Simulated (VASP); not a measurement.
Runs of VASP 6.6.1 on BaS. The structure is that of space group Fm-3m (No. 225), or close to it. The cells are those of the table. 

```csv
task,level,spin,cell,k mesh,cutoff (eV),smearing,gap on the mesh (eV),pressure (GPa)
dielectric tensor,r2SCAN,off,"a = 4.542 Å, angles 60.0°, 2 atoms",6 × 6 × 6,520,gaussian 0.01 eV,2.49,-
single point,PBE,"non-collinear, zero start, SOC","a = 4.542 Å, angles 60.0°, 2 atoms",8 × 8 × 8,520,gaussian 0.01 eV,-,0.6
single point,PBE,off,"a = 4.542 Å, angles 60.0°, 2 atoms",4 × 4 × 4,520,gaussian 0.01 eV,2.13,(a)
single point,r2SCAN,off,"a = 4.542 Å, angles 60.0°, 2 atoms",8 × 8 × 8,520,gaussian 0.01 eV,2.49,0.6
single point,PBE,off,"a = 4.542 Å, angles 60.0°, 2 atoms",8 × 8 × 8,520,fermi-dirac 0.02 eV,2.13,0.6
relaxation of cell and atoms,r2SCAN,off,"relaxed from a = 4.546 Å, angles 60.0°, 2 atoms",6 × 6 × 6,600,fermi-dirac 0.02 eV,2.51,0.0
single point,PBE,off,"a = 4.546 Å, angles 60.0°, 2 atoms",6 × 6 × 6,520,fermi-dirac 0.02 eV,2.14,0.5
single point,r2SCAN,off,"a = 4.542 Å, angles 60.0°, 2 atoms",6 × 6 × 6,520,fermi-dirac 0.02 eV,2.49,0.6
```

Alike in all rows: potentials or basis VASP PAW PBE potentials, release 64 (Ba_sv, S).

Problem. Fill in the values left out.

Solution. (a) 0.7.

Caveats: some runs use coarse meshes; spin-orbit coupling is left out, which moves the levels of the heavy elements (at least some runs); the PAW data sets were made with another functional, which shifts forces and pressure a little (at least some runs).

A k mesh can miss the band edges, and rows without SOC leave out spin-orbit coupling on Ba.
